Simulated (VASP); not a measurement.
Set up this calculation in VASP 6.6.1, as the native input.

| Item | Value |
| --- | --- |
| Task | single point |
| Functional | PBE |
| Potentials or basis | VASP PAW PBE potentials, release 64 (Sn_d, O) |
| Cutoff | 520 eV |
| k mesh | 7 × 7 × 6 |
| Occupations | fermi-dirac, width 0.05 eV |
| Spin | no spin polarisation |
| Dipole correction | no |
| Further INCAR settings | ALGO = Normal; EDIFF = 1e-07; NBANDS = 28 |

The structure of SnO lies in POSCAR:

```
SnO
1.0
    3.8691391662      0.0000000000      0.0000000000
    0.0000000000      3.8691391662      0.0000000000
    0.0000000000      0.0000000000      5.0537338901
Sn O
2 2
Direct
    0.5000000000      0.0000000000      0.7709131305
    0.0000000000      0.5000000000      0.2290868695
    0.0000000000      0.0000000000      0.0000000000
    0.5000000000      0.5000000000      0.0000000000
```

These files were run (other wordings do the same):

INCAR

```
SYSTEM = SnO
PREC = Accurate
ENCUT = 520
EDIFF = 1E-7
ISMEAR = -1
SIGMA = 0.05
LREAL = .FALSE.
LASPH = .TRUE.
NELM = 60
ALGO = Normal
ISIF = 2
LWAVE = .FALSE.
LCHARG = .FALSE.
GGA = PE
NBANDS = 28
```

KPOINTS

```
Automatic mesh
0
G
  7 7 6
  0 0 0
```

Potentials or basis: VASP PAW PBE potentials, release 64 (Sn_d, O).

Launch:

```bash
$ cat potpaw_PBE.64/Sn_d/POTCAR potpaw_PBE.64/O/POTCAR > POTCAR
$ mpirun -np 1 vasp_std > vasp.out
```

It gave:

```json
{
 "Pressure": "0.2 GPa",
 "Largest force": "0.089 eV/Å",
 "Band gap on the k mesh": "0.72 eV (least direct gap 1.91 eV)"
}
```

Caveat: spin-orbit coupling is left out, which moves the levels of the heavy elements; an odd mesh through Γ misses points on the zone boundary, where band edges can lie.

Wall time 41 s on 1 thread of Intel(R) Xeon(R) 6975P-C (Granite Rapids), on a shared host, peak memory 0.22 GiB.
